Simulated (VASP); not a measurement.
**Ni: single point with LDA**

The system is Ni.

```
CELL_PARAMETERS angstrom
2.44802 0.00000 0.00000
-1.22401 2.12005 0.00000
0.00000 0.00000 4.07281
ATOMIC_POSITIONS crystal
Ni 0.33333 0.66667 0.25000
Ni 0.66667 0.33333 0.75000
```

This isn't the form of Ni at room conditions, which is fcc.

| Quantity | Value |
| --- | --- |
| Program | VASP 6.6.1 |
| Task | single point |
| Functional | LDA |
| Potentials or basis | VASP PAW LDA potentials, release 64 (Ni) |
| Cutoff | 520 eV |
| k mesh | 16 × 16 × 9 |
| Occupations | fermi-dirac, width 0.15 eV |
| Spin | collinear spin, ferromagnetic start |
| Starting moments | [2.0, 2.0] μB |
| Dipole correction | no |
| Further INCAR settings | ALGO = Normal; EDIFF = 1e-06; NBANDS = 21 |

```yaml
Pressure: -10.4 GPa
Net_moment: 0.99 μB per cell
Site_moments: Ni +0.50 μB
Valence_electrons_inside_the_program's_atomic_spheres: Ni 9.38
```

Stress tensor (GPa, compression positive):
```
 -9.13   0.00   0.00
  0.00  -9.13   0.00
  0.00   0.00 -12.79
```

Levels at points of the mesh, in eV from the Fermi level:
Spin up:
```tsv
k point	band 9	band 10	band 11	band 12	band 13	band 14
(0.00, 0.00, 0.00)	-1.50	-0.55	-0.55	-0.50	5.70	23.17
(0.50, 0.00, 0.00)	-0.38	-0.28	1.36	3.29	9.47	9.99
```
Spin down:
```tsv
k point	band 8	band 9	band 10	band 11	band 12	band 13
(0.00, 0.00, 0.00)	-1.01	-1.01	-0.47	-0.03	-0.03	6.01
(0.50, 0.00, 0.00)	0.14	0.14	0.26	1.71	3.58	9.61
```

It took 2.7 min on 1 thread of Intel Xeon 8259CL, on a shared host, peak memory 0.2 GiB.

Caveat: the cell stands under tension.
